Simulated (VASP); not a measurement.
Write the native input for VASP 6.6.1 that does the following.

```yaml
Task: single point
Functional: r2SCAN
Potentials_or_basis: VASP PAW PBE potentials, release 64 (Rh_pv)
Cutoff: 520 eV
k_mesh: 10 × 10 × 13
Occupations: fermi-dirac, width 0.05 eV
Spin: collinear spin, ferromagnetic start
Starting_moments: "[1.137, 0.818, 0.818] μB"
Dipole_correction: no
Further_INCAR_settings: ALGO = Normal; EDIFF = 1e-06; NBANDS = 34
```

Crystal: Rh.

```
Rh
1.0
     4.26861    0.00000    0.00000
    -2.13430    3.69672    0.00000
     0.00000    0.00000    2.62221
Rh
3
Cartesian
  -2.1343 3.6967 0.0000
  0.0000 2.4645 1.3111
  2.1343 1.2322 1.3111
```

This isn't the form of Rh at room conditions, which is fcc.

The input as run:

POSCAR

```
Rh
1.0
    4.2686076629      0.0000000000      0.0000000000
   -2.1343038315      3.6967226748      0.0000000000
    0.0000000000      0.0000000000      2.6222125182
Rh
3
Direct
    0.0000000000      1.0000000000      0.0000000000
    0.3333333333      0.6666666667      0.5000000000
    0.6666666667      0.3333333333      0.5000000000
```

INCAR.step1

```
SYSTEM = Rh
PREC = Accurate ; ENCUT = 520
ISMEAR = -1 ; SIGMA = 0.05
LREAL = .False. ; LASPH = .True.
NELM = 150 ; ISPIN = 2
MAGMOM = 1.137 0.818 0.818 ; LMAXMIX = 4
NBANDS = 34 ; GGA = PE
ALGO = Normal ; EDIFF = 1E-4
LWAVE = .True. ; LCHARG = .False.
```

INCAR.step2

```
SYSTEM = Rh
PREC = Accurate ; ENCUT = 520
EDIFF = 1E-6 ; ISMEAR = -1
SIGMA = 0.05 ; LREAL = .False.
LASPH = .True. ; NELM = 150
ALGO = Normal ; ISIF = 2
LWAVE = .False. ; LCHARG = .True.
ISPIN = 2 ; MAGMOM = 1.137 0.818 0.818
LORBIT = 11 ; LMAXMIX = 4
METAGGA = R2SCAN ; LMIXTAU = .True.
LELF = .True. ; LVHAR = .True.
NBANDS = 34 ; ISTART = 1
```

KPOINTS

```
Automatic mesh
0
Gamma
  10 10 13
  0 0 0
```

Potentials or basis: VASP PAW PBE potentials, release 64 (Rh_pv).

Run with:

```sh
$ cat potpaw_PBE.64/Rh_pv/POTCAR > POTCAR
$ cp INCAR.step1 INCAR
$ mpirun -np 1 vasp_std > vasp.out
$ cp INCAR.step2 INCAR
$ mpirun -np 1 vasp_std > vasp.out
```

It gave:

```yaml
Pressure: 7.2 GPa
Net_moment: 0.00 μB per cell
Valence_electrons_inside_the_program's_atomic_spheres: Rh 13.78, 13.89 (each value once)
```

Caveat: the cell stands under pressure; the PAW data sets were made with another functional, which shifts forces and pressure a little.

Run time: 14 min on 1 thread of AMD EPYC 7R13 Processor (Zen 3) (shared host), peak memory 0.28 GiB.
